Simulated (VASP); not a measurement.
A run of VASP 6.6.1 is set up as follows.

INCAR

```
PREC = Accurate ; ENCUT = 520
EDIFF = 1E-7 ; ISMEAR = 0
SIGMA = 0.01 ; LREAL = False
LASPH = True ; NELM = 100
ALGO = Normal ; ISIF = 2
LWAVE = False ; LCHARG = False
NBANDS = 25
```

The input KPOINTS:

```
Automatic mesh
0
Gamma
  8 8 4
```

The input POSCAR:

```
CO2
1.0
    2.6359112300     -2.3873781200      0.0000000000
    2.6359112300      2.3873781200      0.0000000000
    0.0000000000      0.0000000000      6.5871749100
O C
4 2
Direct
    0.3065085700      0.6934914300      0.6081566100
    0.6934914300      0.3065085700      0.3918433900
    0.1934914300      0.8065085700      0.1081566100
    0.8065085700      0.1934914300      0.8918433900
    0.5000000000      0.5000000000      0.5000000000
    0.0000000000      0.0000000000      0.0000000000
```

Potentials or basis: VASP PAW LDA potentials, release 64 (O, C).

Command:

```bash
$ cat potpaw_LDA.64/O/POTCAR potpaw_LDA.64/C/POTCAR > POTCAR
$ mpirun -np 1 vasp_std > vasp.out
```

Question: Estimate the band gap on the k mesh.

Answer: 6.30 eV (least direct gap 6.88 eV).

Question: Estimate the largest force.

Answer: 0.197 eV/Å.

Stress tensor (GPa, compression positive):
```
-1.29  0.00  0.00
 0.00 -0.16  0.00
 0.00  0.00 -0.97
```

A k mesh can miss the band edges.
